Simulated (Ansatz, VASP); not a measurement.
**Two plane-wave programs on NiO**

INCAR

```
PREC     = Accurate       # precision mode
ENCUT    = 600            # plane-wave cutoff, eV
EDIFF    = 1E-6           # SCF threshold, eV
ISMEAR   = 0              # smearing method
SIGMA    = 0.05           # smearing width, eV
LREAL    = F              # projectors in reciprocal space
LASPH    = T              # aspherical terms in the spheres
NELM     = 200            # most SCF steps
ALGO     = Normal         # electronic algorithm
ISIF     = 2              # what is computed and relaxed
LWAVE    = F              # write WAVECAR
LCHARG   = T              # write CHGCAR
ISPIN    = 2              # spin polarisation
MAGMOM   = 2 -2 0 0       # initial moments
LORBIT   = 11             # projections on sites
LMAXMIX  = 4              # l up to which the mixer works
LDAU     = T              # DFT+U
LDAUTYPE = 2            
LDAUL    = 2 -1           # shell
LDAUU    = 6.2 0          # U, eV
LDAUJ    = 0 0          
LDAUPRINT= 1            
GGA      = PE             # functional
LELF     = T              # ELF
LVHAR    = T            
NBANDS   = 28             # bands
GGA_COMPAT= F
```

The input KPOINTS:

```
Automatic mesh
0
Gamma
  8 8 6
```

POSCAR

```
NiO
1.0
    1.5090321892      0.8712401407      2.4634136910
   -1.5090321892      2.6137204220      0.0000000000
   -3.0180643784     -1.7424802813      2.4634136910
Ni O
2 2
Direct
    1.0000000000      0.0000000000      0.0000000000
    1.5000000000      0.5000000000      0.5000000000
    1.0000000000      0.0000000000      0.5000000000
    1.5000000000      0.5000000000      1.0000000000
```

Input for Ansatz:

```yaml
crystal:
  lattice:
    - [1.5090321892, 0.8712401407, 2.463413691]
    - [-1.5090321892, 2.613720422, 0.0]
    - [-3.0180643784, -1.7424802813, 2.463413691]
  atoms:
    - { symbol: Ni, position: [1.0, 0.0, 0.0], spin: 2.0 }
    - { symbol: O, position: [1.0, 0.0, 0.5] }
    - { symbol: Ni, position: [1.5, 0.5, 0.5], spin: -2.0 }
    - { symbol: O, position: [1.5, 0.5, 1.0] }
basis:
  ecutwfc: 420
  ecutrho_ratio: 4
kpoints:
  mp_grid: { grid: [8, 8, 6] }
hamiltonian:
  xc: pbe
  hubbard: { sites: [{ species: Ni, l: d, u_eff: 6.2 }] }
scf:
  occupations: { method: gaussian, width: 0.05 }
  lower_state_search: "off"
output:
  forces: true
  stress: true
  eigenvalues: true
  populations: true
  hubbard: { sites: [{ species: Ni, l: d }] }
magnetization:
  spin_polarized: true
checkpoint:
  read: start.run
  write: ck
  compress: false
  write_wavefunctions: false
  write_every: 100000
```

Alike in both runs: task single point; functional PBE; k mesh 8 × 8 × 6; occupations gaussian, width 0.05 eV; collinear spin; Hubbard terms Ni d U = 6.2 eV.

```csv
,VASP,Ansatz
version,VASP 6.6.1,Ansatz 0.2.0
potentials or method,"VASP PAW PBE potentials, release 64 (Ni, O), cutoff 600 eV","scalar-relativistic, plane waves, PAW"
valence electrons in the cell,32,48
```

```csv
,VASP,Ansatz,Ansatz less VASP
gap on the k mesh at the Fermi level (eV),2.43,2.00,-0.430
least direct gap on the mesh (eV),3.27,2.97,-0.300
pressure (GPa),-8.3,0.1,+8.46
net moment per atom (μB),0.00,0.00,0.000
size of the moment on the site where the two differ most (μB),1.84,1.74,-0.095
```

Site moments also hang on the region over which each program counts them. The programs project onto different local orbitals, so the same U acts differently, and such runs can settle in different states. VASP's potentials hold 32 valence electrons a cell and Ansatz's 48, so a difference there can come from the potentials and not from the codes. Ansatz's warnings: stability check not made.
